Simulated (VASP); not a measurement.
# BN (P1) in VASP: single point with PBEsol

Aim: the single point of BN with PBEsol.

Program: VASP 6.6.1. These are calculated values, not measurements. Logs are shortened: lines on timing, memory, paths and dates and some standing lists are left out, and cuts for length are marked.

## Step 1: The cell of the first run

The typed cell holds 24 atoms: a = 5.105 Å, b = 5.105 Å, c = 7.657 Å, α = 60.00°, β = 60.00°, γ = 60.00°.

## Step 2: Single point, PBEsol

INCAR reads:

```
PREC     = Accurate       # precision mode
ENCUT    = 520            # plane-wave cutoff, eV
EDIFF    = 1E-6           # SCF threshold, eV
ISMEAR   = -1             # smearing method
SIGMA    = 0.112          # smearing width, eV
LREAL    = Auto         
LASPH    = T              # aspherical terms in the spheres
NELM     = 80             # most SCF steps
ALGO     = Normal         # electronic algorithm
ISIF     = 2              # what is computed and relaxed
LWAVE    = F              # write WAVECAR
LCHARG   = F              # write CHGCAR
GGA      = PS             # functional
NBANDS   = 66             # bands
```

KPOINTS reads:

```
regular mesh
0
Gamma
  4 4 2
```

POSCAR reads:

```
BN
1.0
    0.0000000000      3.6096491085      3.6096491085
    3.6096491085      0.0000000000      3.6096491085
    5.4144736627      5.4144736627      0.0000000000
B N
12 12
Direct
   -0.0002609672     -0.0182771228      0.0224852881
   -0.0067100705      0.0010862552      0.3247693330
    0.0126015019     -0.0369185469      0.6765139565
    0.0026150741      0.4811834746      0.0073640584
   -0.0017982357      0.5037251393      0.3477802493
    0.0063992370      0.4769039727      0.6750296017
    0.4811579873      0.0046163767      0.0010989988
    0.4809057467      0.0083240778      0.3423440791
    0.5010607529     -0.0081374946      0.6723930573
    0.5074775816      0.4741591076      0.0029522722
    0.5120400749      0.4961230153      0.3324121812
    0.4853736325      0.5137245877      0.6585060196
    0.1308962411      0.1268875412      0.0823305325
    0.1083789555      0.1274725011      0.4395433699
    0.1044691572      0.1140011086      0.7550678523
    0.1262042338      0.6106992491      0.0857257841
    0.1473006057      0.6483681459      0.4016557537
    0.1394830868      0.5962028262      0.7588305449
    0.6227984861      0.1136772544      0.0833408800
    0.6398198081      0.1190755630      0.4003144414
    0.6358485080      0.0974355095      0.7554641974
    0.6356706514      0.6010767071      0.0932530162
    0.6201003014      0.6345499053      0.4126601474
    0.6022625565      0.6260446465      0.7658627151
```

Potentials or basis: VASP PAW PBE potentials, release 64 (B, N).

Run with:

```console
$ cat potpaw_PBE.64/B/POTCAR potpaw_PBE.64/N/POTCAR > POTCAR
$ mpirun -np 1 vasp_std > vasp.out
```

OUTCAR:

```text
PREC = Accurate
   ENCUT = 520
   EDIFF = 1E-6
   ISMEAR = -1
   LREAL = Auto
   LASPH = T
   NELM = 80
   ISIF = 2
   GGA = PS

 ion  position               nearest neighbor table
   1  1.000  0.982  0.022-  13 1.53  16 1.55  19 1.58  15 1.68
   2  0.993  0.001  0.325-  20 1.47  17 1.48  13 1.52  14 1.73
   3  0.013  0.963  0.677-  14 1.50  15 1.51  18 1.53  21 1.57
   4  0.003  0.481  0.007-  13 1.48  22 1.53  16 1.55  18 1.55
   5  0.998  0.504  0.348-  14 1.57  17 1.57  23 1.58  16 1.64
   6  0.006  0.477  0.675-  15 1.52  18 1.58  24 1.69  17 1.72
[... 16 lines left out ...]
  23  0.620  0.635  0.413-  11 1.53  12 1.54   8 1.56   5 1.58
  24  0.602  0.626  0.766-  10 1.49   9 1.53  12 1.63   6 1.69

  LATTYP: Found a face centered orthorhombic cell.
 ALAT       =     5.1048147246
 B/A-ratio  =     1.7320508076
 C/A-ratio  =     2.4494897428

  Lattice vectors:

 A1 = (   5.4144736627,   5.4144736627,   0.0000000000)
 A2 = (   1.8048245542,   5.4144736627,  -3.6096491085)
 A3 = (   0.0000000000,   3.6096491085,   3.6096491085)

Analysis of symmetry for initial positions (statically):
=====================================================================
 Subroutine PRICEL returns:
 Original cell was already a primitive cell.

 Routine SETGRP: Setting up the symmetry group for a
 face centered orthorhombic supercell.

 Subroutine GETGRP returns: Found  1 space group operations
 (whereof  1 operations were pure point group operations)
 out of a pool of  8 trial point group operations.

The static configuration has the point symmetry C_1 .

Analysis of symmetry for dynamics (positions and initial velocities):
=====================================================================
 Subroutine PRICEL returns:
 Original cell was already a primitive cell.

 Routine SETGRP: Setting up the symmetry group for a
 face centered orthorhombic supercell.

 Subroutine GETGRP returns: Found  1 space group operations
 (whereof  1 operations were pure point group operations)
 out of a pool of  8 trial point group operations.

The dynamic configuration has the point symmetry C_1 .

 Subroutine INISYM returns: Found  1 space group operations
 (whereof  1 operations are pure point group operations),
 and found     1 'primitive' translations

----------------------------------------------------------------------------------------

                                     Primitive cell

  volume of cell :     141.0965

  direct lattice vectors                    reciprocal lattice vectors
     0.000000000  3.609649109  3.609649109    -0.138517619  0.138517619  0.138517619
     3.609649109  0.000000000  3.609649109     0.138517619 -0.138517619  0.138517619
     5.414473663  5.414473663  0.000000000     0.092345079  0.092345079 -0.092345079

  length of vectors
     5.104814725  5.104814725  7.657222087     0.239919554  0.239919554  0.159946369

  position of ions in fractional coordinates (direct lattice)
     0.999739033  0.981722877  0.022485288
     0.993289930  0.001086255  0.324769333
     0.012601502  0.963081453  0.676513957
     0.002615074  0.481183475  0.007364058
     0.998201764  0.503725139  0.347780249
     0.006399237  0.476903973  0.675029602
[... 16 lines left out ...]
     0.620100301  0.634549905  0.412660147
     0.602262557  0.626044646  0.765862715

  ion indices of the primitive-cell ions
   primitive index   ion index
                 1           1
                 2           2
                 3           3
                 4           4
                 5           5
                 6           6
[... 16 lines left out ...]
                23          23
                24          24

----------------------------------------------------------------------------------------

 KPOINTS: regular mesh

Automatic generation of k-mesh.
 Grid dimensions read from file:
 generate k-points for:    4    4    2

 Generating k-lattice:

  Cartesian coordinates                     Fractional coordinates (reciprocal lattice)
    -0.034629405  0.034629405  0.034629405     0.250000000  0.000000000  0.000000000
     0.034629405 -0.034629405  0.034629405     0.000000000  0.250000000  0.000000000
     0.046172540  0.046172540 -0.046172540     0.000000000  0.000000000  0.500000000

  Length of vectors
     0.059979888  0.059979888  0.079973185

  Shift w.r.t. Gamma in fractional coordinates (k-lattice)
     0.000000000  0.000000000  0.000000000

 -----------------------------------------------------------------------------
|                                                                             |
|           W    W    AA    RRRRR   N    N  II  N    N   GGGG   !!!           |
|           W    W   A  A   R    R  NN   N  II  NN   N  G    G  !!!           |
|           W    W  A    A  R    R  N N  N  II  N N  N  G       !!!           |
|           W WW W  AAAAAA  RRRRR   N  N N  II  N  N N  G  GGG   !            |
|           WW  WW  A    A  R   R   N   NN  II  N   NN  G    G                |
|           W    W  A    A  R    R  N    N  II  N    N   GGGG   !!!           |
|                                                                             |
|     Your reciprocal lattice and k-lattice belong to different lattice       |
|     classes:                                                                |
|                                                                             |
|        The reciprocal lattice is body-centered orthorhombic,                |
|        whereas your k-lattice is base-centered monoclinic.                  |
|                                                                             |
|     Results are often still useful ...                                      |
|                                                                             |
 -----------------------------------------------------------------------------

 WARNING: IBZKPT: internal override: KBLOWUP is changed to .FALSE.
      ... skipping the blow-up phase ...

 Subroutine IBZKPT returns following result:
 ===========================================

 Found     20 irreducible k-points:

 Following reciprocal coordinates:
            Coordinates               Weight
  0.000000  0.000000  0.000000      1.000000
  0.250000  0.000000  0.000000      2.000000
  0.500000  0.000000  0.000000      1.000000
  0.000000  0.250000  0.000000      2.000000
  0.250000  0.250000  0.000000      2.000000
  0.500000  0.250000  0.000000      2.000000
[... 12 lines left out ...]
  0.250000  0.500000  0.500000      2.000000
  0.500000  0.500000  0.500000      1.000000
   k-points           NKPTS =     20   k-points in BZ     NKDIM =     20   number of bands    NBANDS=     66
   number of dos      NEDOS =    301   number of ions     NIONS =     24
   total plane-waves  NPLWV =  96000
   dimension x,y,z NGX =    40 NGY =   40 NGZ =   60
   dimension x,y,z NGXF=    80 NGYF=   80 NGZF=  120
   ions per type =              12  12
   NGX,Y,Z   is equivalent  to a cutoff of  13.03, 13.03, 13.03 a.u.
   NGXF,Y,Z  is equivalent  to a cutoff of  26.05, 26.05, 26.05 a.u.
 SYSTEM =  unknown system
   PREC   = accura    normal or accurate (medium, high low for compatibility)
   ISTART =      0    job   : 0-new  1-cont  2-samecut
   ICHARG =      2    charge: 1-file 2-atom 10-const
   ISPIN  =      1    spin polarized calculation?
   LNONCOLLINEAR =      F non collinear calculations
   LSORBIT =      F    spin-orbit coupling
   LASPH  =      T    aspherical Exc in radial PAW
   ENCUT  =  520.0 eV  38.22 Ry    6.18 a.u.   9.49  9.49 14.24*2*pi/ulx,y,z
   NELM   =     80;   NELMIN=  2; NELMDL= -5     # of ELM steps
   EDIFF  = 0.1E-05   stopping-criterion for ELM
   LREAL  =      T    real-space projection
   EDIFFG = 0.1E-04   stopping-criterion for IOM
   NSW    =      0    number of steps for IOM
   IBRION =     -1    ionic relax: 0-MD 1-quasi-New 2-CG
   NFREE  =      0    steps in history (QN), initial steepest desc. (CG)
   ISIF   =      2    stress and relaxation
   ISYM   =      2    0-nonsym 1-usesym 2-fastsym
   POTIM  = 0.5000    time-step for ionic-motion
   TEBEG  =    0.0;   TEEND  =   0.0 temperature during run
   PSTRESS=    0.0 pullay stress
   NELECT =      96.0000    total number of electrons
   NUPDOWN=      -1.0000    fix difference up-down
   EMIN   =  10.00;   EMAX   =-10.00  energy-range for DOS
   EFERMI =   0.00;   METHOD = LEGACY
   ISMEAR =    -1;   SIGMA  =   0.11  broadening in eV -4-tet -1-fermi 0-gaus
   EFERMI_NEDOS =   21; number of points for ismear=-14 and -15
   IALGO  =     38    algorithm
   IMIX   =      4    mixing-type and parameters
     AMIX     =   0.40;   BMIX     =  1.00
     AMIX_MAG =   1.60;   BMIX_MAG =  1.00
  volume/ion in A,a.u.               =       5.88        39.67
  Fermi-wavevector in a.u.,A,eV,Ry     =   1.439881  2.720980 28.208365  2.073256
  Thomas-Fermi vector in A             =   2.558687
   LORBIT       =      0    0 simple, 1 ext, 2 COOP (PROOUT), +10 PAW based schemes
   GGA     = PS    functional components
   LHFCALC =     F    Hartree Fock is set to
   AEXX    =    0.0000 exact exchange contribution
   IVDW    =     0    specifies the selected vdW correction
   LEPSILON=     F    determine dielectric tensor
   LRPA    =     F    only Hartree local field effects (RPA)
 non-spin polarized calculation
  energy-cutoff  :      520.00
  volume of cell :      141.10
 maximum number of plane-waves:      3876
 NGX is ok and might be reduce to    40
   NGX = 19   NGY = 19   NGZ = 29

 number of electron      95.9999996 magnetization

 Free energy of the ion-electron system (eV)
  ---------------------------------------------------
  ext. energy  EPLUGINS =         0.00000000
  ---------------------------------------------------
  free energy    TOTEN  =      -216.73983578 eV

  energy without entropy =     -216.73983575  energy(sigma->0) =     -216.73983576

 E-fermi :   9.5310     XC(G=0): -13.0385

 val. band max:        7.6984116717   @ k =   0.0000   0.0000   0.0000
 cond. band min:      11.3659745682   @ k =   0.0000   0.0000   0.0000
 fundamental gap:      3.6675628965
 Fermi energy:         9.5309684246

 k-point     1 :       0.0000    0.0000    0.0000
  band No.  band energies     occupation
      1     -12.9925      2.00000
      2     -10.5120      2.00000
      3     -10.4699      2.00000
      4      -9.0217      2.00000
      5      -8.7520      2.00000
      6      -8.4123      2.00000
[... 52 lines left out ...]
     59      16.5119      0.00000
     60      16.6037      0.00000

 k-point     2 :       0.2500    0.0000    0.0000
  band No.  band energies     occupation
      1     -12.6243      2.00000
      2     -10.7606      2.00000
      3      -9.9611      2.00000
      4      -9.6905      2.00000
      5      -9.1418      2.00000
      6      -8.9475      2.00000
[... 1123 lines left out ...]
     59      16.8107      0.00000
     60      17.0502      0.00000

 k-point    20 :       0.5000    0.5000    0.5000
  band No.  band energies     occupation
      1     -11.8638      2.00000
      2     -11.5128      2.00000
      3      -9.7229      2.00000
      4      -9.4875      2.00000
      5      -9.2547      2.00000
      6      -9.0005      2.00000
[... 52 lines left out ...]
     59      16.7741      0.00000
     60      16.9611      0.00000
 [bands above 60 left out]

------------------------ aborting loop because EDIFF is reached ----------------------------------------

  FORCE on cell =-STRESS in cart. coord.  units (eV):
  Direction    XX          YY          ZZ          XY          YZ          ZX
  --------------------------------------------------------------------------------------
  -------------------------------------------------------------------------------------
  Total        3.4392825      3.8517460      4.8813402     -0.7287333     -0.6055091     -0.8865043
  in kB       39.0537025     43.7373042     55.4285408     -8.2749039     -6.8756703    -10.0664237
  external PRESSURE =      46.0731825 kB  Pullay stress =       0.0000000 kB

 VOLUME and BASIS-vectors are now :
 -----------------------------------------------------------------------------
  energy-cutoff  :      520.00
  volume of cell :      141.10
      direct lattice vectors                 reciprocal lattice vectors
     0.000000000  3.609649109  3.609649109    -0.138517619  0.138517619  0.138517619
     3.609649109  0.000000000  3.609649109     0.138517619 -0.138517619  0.138517619
     5.414473663  5.414473663  0.000000000     0.092345079  0.092345079 -0.092345079

 POSITION                                       TOTAL-FORCE (eV/Angst)
 -----------------------------------------------------------------------------------
      3.66542      3.73045      7.15238        -2.459738     -3.210149     -0.263141
      1.76238      5.34388      3.58935         1.656869      2.511365      1.647962
      7.13935      3.70845      3.52187         2.391711     -1.691870     -0.274590
      1.77678      0.04931      1.74634         1.385098     -0.934208      1.409567
      3.70132      5.48621      5.42143        -1.536322     -0.889038     -0.152898
      5.37639      3.67803      1.74456         1.019524     -1.628979      0.285561
[... 16 lines left out ...]
      4.52484      4.47268      4.52885         0.815611      2.008752     -0.211281
      6.40655      6.32070      4.43376        -4.106366     -0.456199      1.970147
 -----------------------------------------------------------------------------------
    total drift:                                0.001363     -0.006001     -0.001126

  FREE ENERGIE OF THE ION-ELECTRON SYSTEM (eV)
  ---------------------------------------------------
  free  energy   TOTEN  =      -216.7398357794 eV

  energy  without entropy=     -216.7398357467  energy(sigma->0) =     -216.73983576
```

It took 5.4 min on 1 thread of Intel Xeon 6975P-C (Granite Rapids), shared host; peak memory 0.34 GiB.

Results:

* Free energy: -216.7398 eV
* Pressure: 4.6 GPa
* Largest force: 5.265 eV/Å
* Band gap on the k mesh: 3.67 eV

Forces in eV/Å, atoms in the order of the input:
```
B   -2.460 -3.210 -0.263
B    1.657  2.511  1.648
B    2.392 -1.692 -0.275
B    1.385 -0.934  1.410
B   -1.536 -0.889 -0.153
B    1.020 -1.629  0.286
B   -2.749  3.317  1.457
B   -1.793 -0.840  0.137
B   -0.195 -0.383 -0.531
B    2.416 -0.077  0.345
B   -0.476 -0.589  0.131
B   -1.110  4.161  0.232
N   -0.387 -0.034 -2.365
N   -2.929 -1.750  1.388
N    0.392  3.103  2.430
N    1.593  1.786  0.097
N   -0.114  0.922 -5.183
N    0.377 -2.485 -1.256
N    1.055  0.891 -0.547
N    3.826  1.202 -1.772
N    1.265 -2.124  0.264
N   -0.339 -2.810  0.762
N    0.816  2.009 -0.211
N   -4.106 -0.456  1.970
```

Caveat: the k points lie up to 0.50 Å⁻¹ apart; the atoms stand as in a frame of molecular dynamics; the PAW data sets were made with another functional, which shifts forces and pressure a little. A k mesh can miss the band edges.
